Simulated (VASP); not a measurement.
Set up this calculation in VASP 6.6.1, as the native input.

```yaml
Task: single point
Functional: LDA
Potentials_or_basis: VASP PAW LDA potentials, release 64 (Cu, O)
Cutoff: 520 eV
k_mesh: 9 × 9 × 5
Occupations: fermi-dirac, width 0.05 eV
Spin: no spin polarisation
Dipole_correction: no
Further_INCAR_settings: ALGO = Normal; EDIFF = 1e-07; NBANDS = 25
```

The structure of CuO lies in POSCAR:

```
CuO
1.0
    2.0145694616     -2.0220413157      0.0000000000
    2.0145694616      2.0220413157      0.0000000000
    0.0000000000      0.0000000000      5.0409387870
Cu O
2 2
Direct
    0.5000000000      0.0000000000      0.0000000000
    0.0000000000      0.5000000000      0.5000000000
    0.5000000000      0.5000000000      0.2500000000
    0.5000000000      0.5000000000      0.7500000000
```

These files were run (other wordings do the same):

INCAR

```
PREC = Accurate
ENCUT = 520
EDIFF = 1E-7
ISMEAR = -1
SIGMA = 0.05
LREAL = F
LASPH = T
NELM = 80
ALGO = Normal
ISIF = 2
LWAVE = F
LCHARG = T
GGA = CA
LELF = T
LVHAR = T
NBANDS = 25
```

KPOINTS

```
regular mesh
0
Gamma
  9 9 5
```

Potentials or basis: VASP PAW LDA potentials, release 64 (Cu, O).

Run with:

```console
$ cat potpaw_LDA.64/Cu/POTCAR potpaw_LDA.64/O/POTCAR > POTCAR
$ mpirun -np 1 vasp_std > vasp.out
```

Results of the run:

| Quantity | Value |
| --- | --- |
| Pressure | 1.1 GPa |
| Band gap on the k mesh | zero (band 17 reaches 6.28 eV, above the bottom of band 18 at 5.26 eV) |

Caveat: semilocal functionals often make such compounds metallic where correlation or magnetic order opens a gap, which also shifts bond lengths.

Run time: 44 s on 1 thread of AMD EPYC 9R45 96-Core Processor (Zen 5), on a shared host, peak memory 0.16 GiB.
